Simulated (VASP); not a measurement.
# BAs (P6_3/mmc) in VASP: a series of runs

The runs below take BAs through single point, with r2SCAN.

Everything below comes from runs of VASP 6.6.1. Logs are shortened: lines on timing, memory, paths and dates and some standing lists are left out, and cuts for length are marked.

## (1) The cell of the first run

It takes space group P6_3/mmc (No. 194, hexagonal). The conventional cell has a = 3.399 Å, b = 3.399 Å, c = 8.831 Å, α = 90.00°, β = 90.00°, γ = 120.00°. B (site symmetry -6m2) has 3 As at 1.96 Å within 2.6 Å. Within 2.6 Å of As (site symmetry -6m2) lie 3 B at 1.96 Å.

## (2) Single point, r2SCAN (22.09 Å³/atom)

Input file POSCAR:

```
BAs
1.0
    3.3991851752      0.0000000000      0.0000000000
   -1.6995925876      2.9437807139      0.0000000000
    0.0000000000      0.0000000000      8.8311746022
B As
2 2
Direct
    0.3333333333      0.6666666667      0.2500000000
    0.6666666667      0.3333333333      0.7500000000
    0.6666666667      0.3333333333      0.2500000000
    0.3333333333      0.6666666667      0.7500000000
```

Input file INCAR.step1:

```
SYSTEM = BAs
PREC = Accurate ; ENCUT = 660
ISMEAR = 0 ; SIGMA = 0.01
LREAL = .FALSE. ; LASPH = .TRUE.
NELM = 120 ; NBANDS = 26
GGA = PE ; ALGO = Normal
EDIFF = 1E-5 ; LWAVE = .TRUE.
LCHARG = .FALSE. ; GGA_COMPAT = .FALSE.
```

Input file INCAR.step2:

```
SYSTEM = BAs
PREC = Accurate ; ENCUT = 660
EDIFF = 1E-6 ; ISMEAR = 0
SIGMA = 0.01 ; LREAL = .FALSE.
LASPH = .TRUE. ; NELM = 120
ALGO = Normal ; ISIF = 2
LWAVE = .FALSE. ; LCHARG = .TRUE.
METAGGA = R2SCAN ; LMIXTAU = .TRUE.
LELF = .TRUE. ; LVHAR = .TRUE.
NBANDS = 26 ; ISTART = 1
GGA_COMPAT = .FALSE.
```

Input file KPOINTS:

```
regular mesh
0
G
  9 9 4
  0 0 0
```

Potentials or basis: VASP PAW PBE potentials, release 64 (B, As_d).

Started as:

```sh
> cat potpaw_PBE.64/B/POTCAR potpaw_PBE.64/As_d/POTCAR > POTCAR
> cp INCAR.step1 INCAR
> mpirun -np 1 vasp_std > vasp.out
> cp INCAR.step2 INCAR
> mpirun -np 1 vasp_std > vasp.out
```

OUTCAR:

```text
SYSTEM = BAs
   PREC = Accurate
   ENCUT = 660
   EDIFF = 1E-6
   ISMEAR = 0
   LREAL = .FALSE.
   LASPH = .TRUE.
   NELM = 120
   ISIF = 2
   METAGGA = R2SCAN
   ISTART = 1

 ion  position               nearest neighbor table
   1  0.333  0.667  0.250-   3 1.96   3 1.96   3 1.96
   2  0.667  0.333  0.750-   4 1.96   4 1.96   4 1.96
   3  0.667  0.333  0.250-   1 1.96   1 1.96   1 1.96
   4  0.333  0.667  0.750-   2 1.96   2 1.96   2 1.96

  LATTYP: Found a hexagonal cell.
 ALAT       =     3.3991851752
 C/A-ratio  =     2.5980269232

  Lattice vectors:

 A1 = (   3.3991851752,   0.0000000000,   0.0000000000)
 A2 = (  -1.6995925876,   2.9437807139,   0.0000000000)
 A3 = (   0.0000000000,   0.0000000000,   8.8311746022)

Analysis of symmetry for initial positions (statically):
=====================================================================
 Subroutine PRICEL returns:
 Original cell was already a primitive cell.

 Routine SETGRP: Setting up the symmetry group for a
 hexagonal supercell.

 Subroutine GETGRP returns: Found 24 space group operations
 (whereof 12 operations were pure point group operations)
 out of a pool of 24 trial point group operations.

The static configuration has the point symmetry D_3d.
 The point group associated with its full space group is D_6h.

Analysis of symmetry for dynamics (positions and initial velocities):
=====================================================================
 Subroutine PRICEL returns:
 Original cell was already a primitive cell.

 Routine SETGRP: Setting up the symmetry group for a
 hexagonal supercell.

 Subroutine GETGRP returns: Found 24 space group operations
 (whereof 12 operations were pure point group operations)
 out of a pool of 24 trial point group operations.

The dynamic configuration has the point symmetry D_3d.
 The point group associated with its full space group is D_6h.

 Subroutine INISYM returns: Found 24 space group operations
 (whereof 12 operations are pure point group operations),
 and found     1 'primitive' translations

----------------------------------------------------------------------------------------

                                     Primitive cell

  volume of cell :      88.3688

  direct lattice vectors                    reciprocal lattice vectors
     3.399185175  0.000000000  0.000000000     0.294188151  0.169849608  0.000000000
    -1.699592588  2.943780714  0.000000000     0.000000000  0.339699216  0.000000000
     0.000000000  0.000000000  8.831174602     0.000000000  0.000000000  0.113235220

  length of vectors
     3.399185175  3.399185175  8.831174602     0.339699216  0.339699216  0.113235220

  position of ions in fractional coordinates (direct lattice)
     0.333333333  0.666666667  0.250000000
     0.666666667  0.333333333  0.750000000
     0.666666667  0.333333333  0.250000000
     0.333333333  0.666666667  0.750000000

  ion indices of the primitive-cell ions
   primitive index   ion index
                 1           1
                 2           2
                 3           3
                 4           4

----------------------------------------------------------------------------------------

 KPOINTS: regular mesh

Automatic generation of k-mesh.
 Grid dimensions read from file:
 generate k-points for:    9    9    4

 Generating k-lattice:

  Cartesian coordinates                     Fractional coordinates (reciprocal lattice)
     0.032687572  0.018872179  0.000000000     0.111111111  0.000000000  0.000000000
     0.000000000  0.037744357  0.000000000     0.000000000  0.111111111  0.000000000
     0.000000000  0.000000000  0.028308805     0.000000000  0.000000000  0.250000000

  Length of vectors
     0.037744357  0.037744357  0.028308805

  Shift w.r.t. Gamma in fractional coordinates (k-lattice)
     0.000000000  0.000000000  0.000000000

 Subroutine IBZKPT returns following result:
 ===========================================

 Found     36 irreducible k-points:

 Following reciprocal coordinates:
            Coordinates               Weight
  0.000000  0.000000  0.000000      1.000000
  0.111111 -0.000000  0.000000      6.000000
  0.222222 -0.000000  0.000000      6.000000
  0.333333 -0.000000  0.000000      6.000000
  0.444444 -0.000000  0.000000      6.000000
  0.111111  0.111111  0.000000      6.000000
[... 16 lines left out ...]
  0.333333  0.222222  0.250000     24.000000
  0.333333  0.333333  0.250000      4.000000
 [... further k-points ...]
   k-points           NKPTS =     36   k-points in BZ     NKDIM =     36   number of bands    NBANDS=     26
   number of dos      NEDOS =    301   number of ions     NIONS =      4
   total plane-waves  NPLWV =  62720
   dimension x,y,z NGX =    28 NGY =   28 NGZ =   80
   dimension x,y,z NGXF=    56 NGYF=   56 NGZF=  160
   ions per type =               2   2
   NGX,Y,Z   is equivalent  to a cutoff of  13.69, 13.69, 15.06 a.u.
   NGXF,Y,Z  is equivalent  to a cutoff of  27.39, 27.39, 30.12 a.u.
 SYSTEM =  BAs
   PREC   = accura    normal or accurate (medium, high low for compatibility)
   ISTART =      1    job   : 0-new  1-cont  2-samecut
   ICHARG =      0    charge: 1-file 2-atom 10-const
   ISPIN  =      1    spin polarized calculation?
   LNONCOLLINEAR =      F non collinear calculations
   LSORBIT =      F    spin-orbit coupling
   LASPH  =      T    aspherical Exc in radial PAW
   ENCUT  =  660.0 eV  48.51 Ry    6.96 a.u.   7.12  7.12 18.50*2*pi/ulx,y,z
   NELM   =    120;   NELMIN=  2; NELMDL=  0     # of ELM steps
   EDIFF  = 0.1E-05   stopping-criterion for ELM
   LREAL  =      F    real-space projection
   EDIFFG = 0.1E-04   stopping-criterion for IOM
   NSW    =      0    number of steps for IOM
   IBRION =     -1    ionic relax: 0-MD 1-quasi-New 2-CG
   NFREE  =      0    steps in history (QN), initial steepest desc. (CG)
   ISIF   =      2    stress and relaxation
   ISYM   =      2    0-nonsym 1-usesym 2-fastsym
   POTIM  = 0.5000    time-step for ionic-motion
   TEBEG  =    0.0;   TEEND  =   0.0 temperature during run
   PSTRESS=    0.0 pullay stress
   NELECT =      36.0000    total number of electrons
   NUPDOWN=      -1.0000    fix difference up-down
   EMIN   =  10.00;   EMAX   =-10.00  energy-range for DOS
   EFERMI =   0.00;   METHOD = LEGACY
   ISMEAR =     0;   SIGMA  =   0.01  broadening in eV -4-tet -1-fermi 0-gaus
   EFERMI_NEDOS =   21; number of points for ismear=-14 and -15
   IALGO  =     38    algorithm
   IMIX   =      4    mixing-type and parameters
     AMIX     =   0.40;   BMIX     =  1.00
     AMIX_MAG =   1.60;   BMIX_MAG =  1.00
  volume/ion in A,a.u.               =      22.09       149.09
  Fermi-wavevector in a.u.,A,eV,Ry     =   1.213601  2.293374 20.039047  1.472828
  Thomas-Fermi vector in A             =   2.349048
   LORBIT       =      0    0 simple, 1 ext, 2 COOP (PROOUT), +10 PAW based schemes
   METAGGA = R2SCAN    functional components
   LHFCALC =     F    Hartree Fock is set to
   AEXX    =    0.0000 exact exchange contribution
   IVDW    =     0    specifies the selected vdW correction
   LEPSILON=     F    determine dielectric tensor
   LRPA    =     F    only Hartree local field effects (RPA)
 non-spin polarized calculation
 Gauss-broadening in eV      SIGMA  =   0.01
  energy-cutoff  :      660.00
  volume of cell :       88.37
 maximum number of plane-waves:      3432
   NGX = 15   NGY = 15   NGZ = 37

 number of electron      36.0000001 magnetization

 Free energy of the ion-electron system (eV)
  ---------------------------------------------------
  ext. energy  EPLUGINS =         0.00000000
  ---------------------------------------------------
  free energy    TOTEN  =       -42.93341363 eV

  energy without entropy =      -42.93341363  energy(sigma->0) =      -42.93341363

 E-fermi :   0.7496     XC(G=0):  -9.0639

 val. band max:        0.6222895892   @ k =   0.3333   0.3333   0.5000
 cond. band min:       1.6164744984   @ k =   0.3333   0.3333   0.5000
 fundamental gap:      0.9941849093
 Fermi energy:         0.7495819983

 k-point     1 :       0.0000    0.0000    0.0000
  band No.  band energies     occupation
      1     -35.6295      2.00000
      2     -35.6295      2.00000
      3     -35.6295      2.00000
      4     -35.6295      2.00000
      5     -35.6181      2.00000
      6     -35.6181      2.00000
[... 18 lines left out ...]
     25       5.7813      0.00000
     26       8.4728      0.00000

 k-point     2 :       0.1111   -0.0000    0.0000
  band No.  band energies     occupation
      1     -35.6292      2.00000
      2     -35.6292      2.00000
      3     -35.6277      2.00000
      4     -35.6277      2.00000
      5     -35.6173      2.00000
      6     -35.6172      2.00000
[... 18 lines left out ...]
     25       6.5417      0.00000
     26       7.7896      0.00000

 k-point     3 :       0.2222   -0.0000    0.0000
  band No.  band energies     occupation
      1     -35.6287      2.00000
      2     -35.6287      2.00000
      3     -35.6230      2.00000
      4     -35.6230      2.00000
      5     -35.6147      2.00000
      6     -35.6147      2.00000
[... 18 lines left out ...]
     25       8.3626      0.00000
     26       8.4376      0.00000

 k-point     4 :       0.3333   -0.0000    0.0000
  band No.  band energies     occupation
      1     -35.6286      2.00000
      2     -35.6285      2.00000
      3     -35.6176      2.00000
      4     -35.6176      2.00000
      5     -35.6114      2.00000
      6     -35.6114      2.00000
[... 18 lines left out ...]
     25       9.7438      0.00000
     26      10.7884      0.00000

 k-point     5 :       0.4444   -0.0000    0.0000
  band No.  band energies     occupation
      1     -35.6286      2.00000
      2     -35.6286      2.00000
      3     -35.6141      2.00000
      4     -35.6141      2.00000
      5     -35.6092      2.00000
      6     -35.6091      2.00000
[... 18 lines left out ...]
     25       9.7090      0.00000
     26      11.9300      0.00000

 k-point     6 :       0.1111    0.1111    0.0000
  band No.  band energies     occupation
      1     -35.6283      2.00000
      2     -35.6283      2.00000
      3     -35.6249      2.00000
      4     -35.6249      2.00000
      5     -35.6155      2.00000
      6     -35.6154      2.00000
[... 427 lines left out ...]
 k-point    21 :       0.4444    0.1111    0.2500
  band No.  band energies     occupation
      1     -35.6270      2.00000
      2     -35.6270      2.00000
      3     -35.6142      2.00000
      4     -35.6142      2.00000
      5     -35.6091      2.00000
      6     -35.6091      2.00000
[... 18 lines left out ...]
     25       8.8051      0.00000
     26      10.8334      0.00000

 k-point    22 :       0.2222    0.2222    0.2500
  band No.  band energies     occupation
      1     -35.6248      2.00000
      2     -35.6248      2.00000
      3     -35.6189      2.00000
      4     -35.6189      2.00000
      5     -35.6101      2.00000
      6     -35.6101      2.00000
[... 18 lines left out ...]
     25       8.0099      0.00000
     26       8.1668      0.00000

 k-point    23 :       0.3333    0.2222    0.2500
  band No.  band energies     occupation
      1     -35.6234      2.00000
      2     -35.6234      2.00000
      3     -35.6163      2.00000
      4     -35.6163      2.00000
      5     -35.6096      2.00000
      6     -35.6096      2.00000
[... 18 lines left out ...]
     25       9.0213      0.00000
     26       9.6825      0.00000

 k-point    24 :       0.3333    0.3333    0.2500
  band No.  band energies     occupation
      1     -35.6208      2.00000
      2     -35.6208      2.00000
      3     -35.6168      2.00000
      4     -35.6168      2.00000
      5     -35.6102      2.00000
      6     -35.6102      2.00000
[... 18 lines left out ...]
     25       9.9289      0.00000
     26      10.4033      0.00000

 [... further k-points ...]
[... 5 lines left out ...]
  --------------------------------------------------------------------------------------
  -------------------------------------------------------------------------------------
  Total       -1.8928440     -1.8928440     -0.0785484      0.0000000      0.0000000      0.0000000
  in kB      -34.3183704    -34.3183704     -1.4241283      0.0000000      0.0000000      0.0000000
  external PRESSURE =     -23.3536230 kB  Pullay stress =       0.0000000 kB

 VOLUME and BASIS-vectors are now :
 -----------------------------------------------------------------------------
  energy-cutoff  :      660.00
  volume of cell :       88.37
      direct lattice vectors                 reciprocal lattice vectors
     3.399185175  0.000000000  0.000000000     0.294188151  0.169849608  0.000000000
    -1.699592588  2.943780714  0.000000000     0.000000000  0.339699216  0.000000000
     0.000000000  0.000000000  8.831174602     0.000000000  0.000000000  0.113235220

 POSITION                                       TOTAL-FORCE (eV/Angst)
 -----------------------------------------------------------------------------------
     -0.00000      1.96252      2.20779         0.000000      0.000000     -0.000000
      1.69959      0.98126      6.62338        -0.000000     -0.000000      0.000000
      1.69959      0.98126      2.20779         0.000000     -0.000000      0.000000
     -0.00000      1.96252      6.62338         0.000000      0.000000      0.000000
 -----------------------------------------------------------------------------------
    total drift:                               -0.000000      0.000000      0.000000

  FREE ENERGIE OF THE ION-ELECTRON SYSTEM (eV)
  ---------------------------------------------------
  free  energy   TOTEN  =       -42.9334136289 eV

  energy  without entropy=      -42.9334136289  energy(sigma->0) =      -42.93341363
```

Run time: 6.6 min. Hardware: 1 thread of Intel Xeon Platinum 8259CL at 2.50GHz (Skylake/Cascade Lake), shared host; peak memory 0.31 GiB.

Results:

```
Free energy            : -42.9334 eV
Pressure               : -2.3 GPa
Band gap on the k mesh : 0.99 eV
```

Caveat: the PAW data sets were made with another functional, which shifts forces and pressure a little; an odd mesh through Γ misses points on the zone boundary, where band edges can lie.

## (3) Single point, r2SCAN (20.16 Å³/atom)

This run uses another cell than the first one, of 20.16 Å³/atom.

Input file POSCAR:

```
BAs
1.0
    3.2971474313      0.0000000000      0.0000000000
   -1.6485737157      2.8554134355      0.0000000000
    0.0000000000      0.0000000000      8.5660777964
B As
2 2
Direct
    0.3333333333      0.6666666667      0.2500000000
    0.6666666667      0.3333333333      0.7500000000
    0.6666666667      0.3333333333      0.2500000000
    0.3333333333      0.6666666667      0.7500000000
```

Input file INCAR.step1:

```
PREC = Accurate
ENCUT = 660
ISMEAR = 0
SIGMA = 0.01
LREAL = F
LASPH = T
NELM = 120
NBANDS = 26
GGA = PE
ALGO = Normal
EDIFF = 1E-5
LWAVE = T
LCHARG = F
GGA_COMPAT = F
```

Input file INCAR.step2:

```
PREC = Accurate
ENCUT = 660
EDIFF = 1E-6
ISMEAR = 0
SIGMA = 0.01
LREAL = F
LASPH = T
NELM = 120
ALGO = Normal
ISIF = 2
LWAVE = F
LCHARG = F
METAGGA = R2SCAN
LMIXTAU = T
NBANDS = 26
ISTART = 1
GGA_COMPAT = F
```

Input file KPOINTS:

```
regular mesh
0
Gamma
  9 9 4
```

Potentials or basis: VASP PAW PBE potentials, release 64 (B, As_d).

Started as:

```sh
> cat potpaw_PBE.64/B/POTCAR potpaw_PBE.64/As_d/POTCAR > POTCAR
> cp INCAR.step1 INCAR
> mpirun -np 1 vasp_std > vasp.out
> cp INCAR.step2 INCAR
> mpirun -np 1 vasp_std > vasp.out
```

It took 6.5 min on 1 thread of AMD EPYC 7R43 (Zen 3), shared host; peak memory 0.25 GiB.

The run converged. Its results:

- Free energy: -42.8539 eV
- Pressure: 6.2 GPa
- Band gap on the k mesh: 0.92 eV

Stress tensor (GPa, compression positive):
```
9.25 0.00 0.00
0.00 9.25 0.00
0.00 0.00 0.10
```

Levels at points of the mesh, in eV from the valence-band top:
```csv
k point,band 16,band 17,band 18,band 19,band 20,band 21
"(0.00, 0.00, 0.00)",-1.47,-1.43,-1.43,3.53,5.09,5.39
"(0.00, 0.00, 0.50)",-1.45,-1.45,-1.45,5.06,5.06,5.44
```

Caveat: the cell stands under pressure; the PAW data sets were made with another functional, which shifts forces and pressure a little; an odd mesh through Γ misses points on the zone boundary, where band edges can lie.
